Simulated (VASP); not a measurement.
Runs of VASP 6.6.1 on CdF2. The structure is that of space group P6_3mc (No. 186), or close to it. The cells are those of the table. 

```tsv
task	potentials or basis	cell	k mesh	cutoff (eV)	smearing	k mesh for the DOS	occupations for the DOS	second run	gap on the mesh (eV)	pressure (GPa)	largest force (eV/Å)
single point	VASP PAW PBE potentials, release 64 (Cd_sv_GW, F)	a = 3.661, b = 3.661, c = 7.133 Å, angles 90.0, 90.0, 120.0°, 6 atoms	6 × 6 × 4	600	gaussian 0.02 eV	-	-	valence_matched	2.83	-0.7	-
single point	VASP PAW PBE potentials, release 64 (Cd, F)	a = 3.653, b = 3.653, c = 7.176 Å, angles 90.0, 90.0, 120.0°, 6 atoms	6 × 6 × 4	520	gaussian 0.1 eV	-	-	-	2.82	0.7	0.05
single point	VASP PAW PBE potentials, release 64 (Cd, F)	a = 3.661, b = 3.661, c = 7.133 Å, angles 90.0, 90.0, 120.0°, 6 atoms	6 × 6 × 4	520	gaussian 0.02 eV	-	-	-	2.81	0.7	(a)
single point	VASP PAW PBE potentials, release 64 (Cd, F)	a = 3.653, b = 3.653, c = 7.176 Å, angles 90.0, 90.0, 120.0°, 6 atoms	6 × 6 × 2	520	gaussian 0.1 eV	-	-	-	2.82	0.7	0.05
```

Alike in all rows: level PBE+D3(BJ); no spin polarisation.

Problem. Estimate the missing entries.

Solution. (a) 0.06.

Caveats: some runs use coarse meshes.

A k mesh can miss the band edges, and the runs leave out spin-orbit coupling on Cd.

The runs don't all hold the same shells in valence.
